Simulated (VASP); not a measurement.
# IrO (Pm-3m) in VASP: further runs

Runs on IrO. Level: PBE. Tasks: single point, relaxation of cell and atoms.

Everything below comes from runs of VASP 6.6.1. Logs are shortened: lines on timing, memory, paths and dates and some standing lists are left out, and cuts for length are marked.

### Step 1. The cell of the first run

It takes space group Pm-3m (No. 221, cubic). The conventional cell has a = 2.810 Å, b = 2.810 Å, c = 2.810 Å, α = 90.00°, β = 90.00°, γ = 90.00°. Within 3.2 Å of Ir (site symmetry m-3m) lie 8 O at 2.43 Å and 6 Ir at 2.81 Å. O (site symmetry m-3m) has 8 Ir at 2.43 Å and 6 O at 2.81 Å within 3.2 Å.

### Step 2. Single point, PBE

INCAR

```
SYSTEM = IrO
  PREC = Accurate
  ENCUT = 520
  EDIFF = 1E-6
  ISMEAR = 0
  SIGMA = 0.1
  LREAL = .False.
  LASPH = .True.
  NELM = 80
  ALGO = Normal
  ISIF = 2
  LWAVE = .False.
  LCHARG = .False.
  GGA = PE
  NBANDS = 14
```

KPOINTS

```
regular mesh
0
Gamma
  20 20 20
  0 0 0
```

POSCAR

```
IrO
1.0
    2.8103348597      0.0000000000      0.0000000000
    0.0000000000      2.8103348597      0.0000000000
    0.0000000000      0.0000000000      2.8103348597
Ir O
1 1
Direct
    0.0000000000      0.0000000000      0.0000000000
    0.5000000000      0.5000000000      0.5000000000
```

Potentials or basis: VASP PAW PBE potentials, release 64 (Ir, O).

Command:

```
$ cat potpaw_PBE.64/Ir/POTCAR potpaw_PBE.64/O/POTCAR > POTCAR
$ mpirun -np 1 vasp_std > vasp.out
```

OUTCAR:

```text
SYSTEM = IrO
   PREC = Accurate
   ENCUT = 520
   EDIFF = 1E-6
   ISMEAR = 0
   LREAL = .False.
   LASPH = .True.
   NELM = 80
   ISIF = 2
   GGA = PE

 ion  position               nearest neighbor table
   1  0.000  0.000  0.000-   2 2.43   2 2.43   2 2.43   2 2.43   2 2.43   2 2.43   2 2.43   2 2.43

   2  0.500  0.500  0.500-   1 2.43   1 2.43   1 2.43   1 2.43   1 2.43   1 2.43   1 2.43   1 2.43

  LATTYP: Found a simple cubic cell.
 ALAT       =     2.8103348597

  Lattice vectors:

 A1 = (   2.8103348597,   0.0000000000,   0.0000000000)
 A2 = (   0.0000000000,   2.8103348597,   0.0000000000)
 A3 = (   0.0000000000,   0.0000000000,   2.8103348597)

Analysis of symmetry for initial positions (statically):
=====================================================================
 Subroutine PRICEL returns:
 Original cell was already a primitive cell.

 Routine SETGRP: Setting up the symmetry group for a
 simple cubic supercell.

 Subroutine GETGRP returns: Found 48 space group operations
 (whereof 48 operations were pure point group operations)
 out of a pool of 48 trial point group operations.

The static configuration has the point symmetry O_h .

Analysis of symmetry for dynamics (positions and initial velocities):
=====================================================================
 Subroutine PRICEL returns:
 Original cell was already a primitive cell.

 Routine SETGRP: Setting up the symmetry group for a
 simple cubic supercell.

 Subroutine GETGRP returns: Found 48 space group operations
 (whereof 48 operations were pure point group operations)
 out of a pool of 48 trial point group operations.

The dynamic configuration has the point symmetry O_h .

 Subroutine INISYM returns: Found 48 space group operations
 (whereof 48 operations are pure point group operations),
 and found     1 'primitive' translations

----------------------------------------------------------------------------------------

                                     Primitive cell

  volume of cell :      22.1960

  direct lattice vectors                    reciprocal lattice vectors
     2.810334860  0.000000000  0.000000000     0.355829483  0.000000000  0.000000000
     0.000000000  2.810334860  0.000000000     0.000000000  0.355829483  0.000000000
     0.000000000  0.000000000  2.810334860     0.000000000  0.000000000  0.355829483

  length of vectors
     2.810334860  2.810334860  2.810334860     0.355829483  0.355829483  0.355829483

  position of ions in fractional coordinates (direct lattice)
     0.000000000  0.000000000  0.000000000
     0.500000000  0.500000000  0.500000000

  ion indices of the primitive-cell ions
   primitive index   ion index
[... 82 lines left out ...]
   POTIM  = 0.5000    time-step for ionic-motion
   TEBEG  =    0.0;   TEEND  =   0.0 temperature during run
   PSTRESS=    0.0 pullay stress
   NELECT =      15.0000    total number of electrons
   NUPDOWN=      -1.0000    fix difference up-down
   EMIN   =  10.00;   EMAX   =-10.00  energy-range for DOS
   EFERMI =   0.00;   METHOD = LEGACY
   ISMEAR =     0;   SIGMA  =   0.10  broadening in eV -4-tet -1-fermi 0-gaus
   EFERMI_NEDOS =   21; number of points for ismear=-14 and -15
   IALGO  =     38    algorithm
   IMIX   =      4    mixing-type and parameters
     AMIX     =   0.40;   BMIX     =  1.00
     AMIX_MAG =   1.60;   BMIX_MAG =  1.00
  volume/ion in A,a.u.               =      11.10        74.89
  Fermi-wavevector in a.u.,A,eV,Ry     =   1.436637  2.714851 28.081433  2.063927
  Thomas-Fermi vector in A             =   2.555804
   LORBIT       =      0    0 simple, 1 ext, 2 COOP (PROOUT), +10 PAW based schemes
   GGA     = PE    functional components
   LHFCALC =     F    Hartree Fock is set to
   AEXX    =    0.0000 exact exchange contribution
   IVDW    =     0    specifies the selected vdW correction
   LEPSILON=     F    determine dielectric tensor
   LRPA    =     F    only Hartree local field effects (RPA)
 non-spin polarized calculation
 Gauss-broadening in eV      SIGMA  =   0.10
  energy-cutoff  :      520.00
  volume of cell :       22.20
 maximum number of plane-waves:       624
 NGX is ok and might be reduce to    24
   NGX = 11   NGY = 11   NGZ = 11

 number of electron      15.0000004 magnetization

 Free energy of the ion-electron system (eV)
  ---------------------------------------------------
  ext. energy  EPLUGINS =         0.00000000
  ---------------------------------------------------
  free energy    TOTEN  =       -11.79600092 eV

  energy without entropy =      -11.78308280  energy(sigma->0) =      -11.78954186

 E-fermi :   8.0687     XC(G=0): -13.2453

 val. band max:        8.0669153230   @ k =   0.4500   0.2500   0.0500
 cond. band min:       8.0698766715   @ k =   0.1000   0.0500   0.0000
 fundamental gap:      0.0029613485
 Fermi energy:         8.0686943316

 k-point     1 :       0.0000    0.0000    0.0000
  band No.  band energies     occupation
      1     -12.4316      2.00000
      2       2.9060      2.00000
      3       2.9060      2.00000
      4       4.2650      2.00000
      5       4.2650      2.00000
      6       4.2650      2.00000
      7       5.7058      2.00000
      8       7.8358      1.99901
      9       7.8358      1.99901
     10       7.8358      1.99901
     11      25.5346      0.00000
     12      25.5346      0.00000
     13      26.0516      0.00000
     14      26.0516      0.00000
[... 377 lines left out ...]
      1     -12.0380      2.00000
      2       1.2628      2.00000
      3       2.7677      2.00000
      4       3.6973      2.00000
      5       3.7148      2.00000
      6       5.2461      2.00000
      7       7.2649      2.00000
      8       7.5987      2.00000
      9       8.4925      0.00000
     10       9.2228      0.00000
     11      21.9650      0.00000
     12      23.2781      0.00000
     13      24.5463      0.00000
     14      25.6469      0.00000

 [... further k-points ...]
[... 5 lines left out ...]
  --------------------------------------------------------------------------------------
  -------------------------------------------------------------------------------------
  Total        0.0239025      0.0239025      0.0239025      0.0000000      0.0000000     -0.0000000
  in kB        1.7253580      1.7253580      1.7253580      0.0000000      0.0000000     -0.0000000
  external PRESSURE =       1.7253580 kB  Pullay stress =       0.0000000 kB

 VOLUME and BASIS-vectors are now :
 -----------------------------------------------------------------------------
  energy-cutoff  :      520.00
  volume of cell :       22.20
      direct lattice vectors                 reciprocal lattice vectors
     2.810334860  0.000000000  0.000000000     0.355829483  0.000000000  0.000000000
     0.000000000  2.810334860  0.000000000     0.000000000  0.355829483  0.000000000
     0.000000000  0.000000000  2.810334860     0.000000000  0.000000000  0.355829483

 POSITION                                       TOTAL-FORCE (eV/Angst)
 -----------------------------------------------------------------------------------
      0.00000      0.00000      0.00000         0.000000      0.000000      0.000000
      1.40517      1.40517      1.40517         0.000000      0.000000      0.000000
 -----------------------------------------------------------------------------------
    total drift:                                0.000000      0.000000     -0.000000

  FREE ENERGIE OF THE ION-ELECTRON SYSTEM (eV)
  ---------------------------------------------------
  free  energy   TOTEN  =       -11.7960009194 eV

  energy  without entropy=      -11.7830828033  energy(sigma->0) =      -11.78954186
```

OSZICAR:

```text
N       E                     dE             d eps       ncg     rms          rms(c)
DAV:   1     0.102128444954E+03    0.10213E+03   -0.71648E+03  8040   0.102E+03
DAV:   2    -0.855750248847E+01   -0.11069E+03   -0.97046E+02  8332   0.270E+02
DAV:   3    -0.132514371510E+02   -0.46939E+01   -0.45323E+01  9784   0.613E+01
DAV:   4    -0.132972809470E+02   -0.45844E-01   -0.45817E-01  8962   0.609E+00
DAV:   5    -0.132979801038E+02   -0.69916E-03   -0.69914E-03  9940   0.778E-01    0.137E+01
DAV:   6    -0.129395317807E+02    0.35845E+00   -0.11966E+01 10598   0.356E+01    0.142E+01
DAV:   7    -0.118108517005E+02    0.11287E+01   -0.26921E+00 11016   0.202E+01    0.609E+00
DAV:   8    -0.118010247528E+02    0.98269E-02   -0.33737E-01  8866   0.582E+00    0.121E+00
DAV:   9    -0.117979443140E+02    0.30804E-02   -0.55825E-03  9954   0.919E-01    0.517E-01
DAV:  10    -0.117960107315E+02    0.19336E-02   -0.52569E-03  9634   0.906E-01    0.628E-02
DAV:  11    -0.117960058555E+02    0.48759E-05   -0.11282E-04  9244   0.123E-01    0.329E-02
DAV:  12    -0.117960010224E+02    0.48331E-05   -0.27103E-05  9974   0.610E-02    0.416E-03
DAV:  13    -0.117960009194E+02    0.10302E-06   -0.77704E-07  5138   0.109E-02
   1 F= -.11796001E+02 E0= -.11789542E+02  d E =-.129181E-01
```

It took 43 s on 1 thread of Intel Xeon Platinum 8259CL at 2.50GHz (Skylake/Cascade Lake), shared host; peak memory 0.22 GiB.

What came out:

```
Free energy : -11.7960 eV
Pressure    : 0.2 GPa
```

Caveat: spin-orbit coupling is left out, which moves the levels of the heavy elements; an odd number of electrons without spin polarisation forces a metal; a magnetic or distorted state may lie lower.

### Step 3. Relaxation of cell and atoms, PBE

INCAR

```
ALGO = Normal
EDIFF = 1E-7
EDIFFG = -0.01
ENCUT = 600
GGA = PE
IBRION = 2
ISIF = 3
ISMEAR = 0
LASPH = T
LCHARG = F
LREAL = F
LWAVE = F
NELM = 60
NSW = 100
PREC = Accurate
SIGMA = 0.1
```

KPOINTS

```
k-points
0
Gamma
  20 20 20
```

POSCAR is that of step 2.

Potentials or basis: VASP PAW PBE potentials, release 64 (Ir, O).

Command:

```
$ cat potpaw_PBE.64/Ir/POTCAR potpaw_PBE.64/O/POTCAR > POTCAR
$ mpirun -np 1 vasp_std > vasp.out
```

Wall time 45 s (1 thread of Intel Xeon Platinum 8175M at 2.50GHz (Skylake/Cascade Lake), shared host); peak memory 0.23 GiB.

The run converged. Its results:

```yaml
Free_energy: -11.7975 eV
Pressure_after_relaxing: 0.1 GPa
```

Final structure:
```xyz
2
Lattice="2.8103 0.0000 0.0000 0.0000 2.8103 0.0000 0.0000 0.0000 2.8103" Properties=species:S:1:pos:R:3 pbc="T T T"
Ir    0.0000    0.0000    0.0000
O     1.4052    1.4052    1.4052
```

Levels at points of the mesh, in eV from the Fermi level:
```
           k point  band 4  band 5  band 6  band 7  band 8  band 9  band 10  band 11
(0.00, 0.00, 0.00)   -3.80   -3.80   -3.80   -2.36   -0.23   -0.23    -0.23    17.47
(0.50, 0.00, 0.00)   -5.20   -4.57   -0.05   -0.01    0.85    0.85     4.96     6.10
(0.50, 0.50, 0.00)   -4.53   -3.24   -2.70   -1.78   -1.78    1.26     6.24     9.46
(0.50, 0.50, 0.50)   -8.17    1.36    1.36    1.36    1.38    1.38     6.68     6.68
```

Caveat: the relaxation stopped at its first step, so nothing moved; spin-orbit coupling is left out, which moves the levels of the heavy elements; an odd number of electrons without spin polarisation forces a metal; a magnetic or distorted state may lie lower.
